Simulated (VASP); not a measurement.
Write the native input for VASP 6.6.1 that does the following.

```
Task                   : single point
Functional             : PBE
Potentials or basis    : VASP PAW PBE potentials, release 64 (Be, S)
Cutoff                 : 520 eV
k mesh                 : 4 × 8 × 4
Occupations            : gaussian, width 0.02 eV
Spin                   : no spin polarisation
Dipole correction      : no
Further INCAR settings : ALGO = Normal; EDIFF = 1e-06; NBANDS = 33
```

The structure of Be2S3 lies in POSCAR:

```
Be2S3
1.0
    6.5810467025      0.0000000000     -0.0034212546
    0.0000000000      3.5117488848      0.0000000000
   -0.1658302235      0.0000000000      6.9684715143
Be S
4 6
Direct
    0.8116310925      0.4608612684      0.9780400457
    0.8116310925      0.5391387316      0.4780400457
    0.1889649242      0.0354858322      0.7480170637
    0.1889649242      0.9645141678      0.2480170637
    0.6456721461      0.3753198798      0.7226064109
    0.6456721461      0.6246801202      0.2226064109
    0.3533203145      0.5329123275      0.8062520460
    0.3533203145      0.4670876725      0.3062520460
    0.0005117673      0.9667411817      0.9955086649
    0.0005117673      0.0332588183      0.4955086649
```

The input as run:

INCAR

```
PREC     = Accurate       # precision mode
ENCUT    = 520            # plane-wave cutoff, eV
EDIFF    = 1E-6           # SCF threshold, eV
ISMEAR   = 0              # smearing method
SIGMA    = 0.02           # smearing width, eV
LREAL    = False          # projectors in reciprocal space
LASPH    = True           # aspherical terms in the spheres
NELM     = 60             # most SCF steps
ALGO     = Normal         # electronic algorithm
ISIF     = 2              # what is computed and relaxed
LWAVE    = False          # write WAVECAR
LCHARG   = True           # write CHGCAR
GGA      = PE             # functional
LELF     = True           # ELF
LVHAR    = True         
NBANDS   = 33             # bands
```

KPOINTS

```
regular mesh
0
Gamma
  4 8 4
```

Potentials or basis: VASP PAW PBE potentials, release 64 (Be, S).

Launch:

```bash
$ cat potpaw_PBE.64/Be/POTCAR potpaw_PBE.64/S/POTCAR > POTCAR
$ mpirun -np 1 vasp_std > vasp.out
```

It gave:

- Pressure: -0.1 GPa
- Largest force: 0.099 eV/Å
- Band gap on the k mesh: 1.33 eV, indirect (least direct gap 1.67 eV)

Run time: 6 min on 1 thread of Intel Xeon 8259CL (shared host), peak memory 0.37 GiB.
